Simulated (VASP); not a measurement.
Li2O: single point with PBE

The system is Li2O.

```xyz
3
Lattice="0.0000 2.2864 2.2864 2.2864 0.0000 2.2864 2.2864 2.2864 0.0000" Properties=species:S:1:pos:R:3 pbc="T T T"
Li    1.1432    1.1432    1.1432
Li    3.4296    3.4296    3.4296
O     0.0000    0.0000    0.0000
```

```yaml
Program: VASP 6.6.1
Task: single point
Functional: PBE
Potentials_or_basis: VASP PAW PBE potentials, release 64 (Li_sv, O)
Cutoff: 750 eV
k_mesh: 8 × 8 × 8
Occupations: gaussian, width 0.01 eV
Spin: no spin polarisation
```

```yaml
Pressure: 2.7 GPa
Band_gap_on_the_k_mesh: 5.04 eV, indirect (least direct gap 5.49 eV)
```

Levels at points of the mesh, in eV from the valence-band top:
```tsv
k point	band 2	band 3	band 4	band 5	band 6	band 7	band 8	band 9	band 10	band 11
(0.00, 0.00, 0.00)	-42.56	-15.50	0.00	0.00	0.00	5.49	12.12	12.12	12.12	19.33
(0.50, 0.00, 0.00)	-42.73	-15.27	-2.84	-0.46	-0.46	9.41	10.12	12.24	12.24	18.20
(0.50, 0.50, 0.00)	-42.66	-15.22	-1.63	-1.43	-1.43	5.04	13.83	13.83	15.12	16.10
```

Wall time 32 s on 1 thread of Intel Xeon 8259CL, on a shared host, peak memory 0.16 GiB.

A k mesh can miss the band edges.
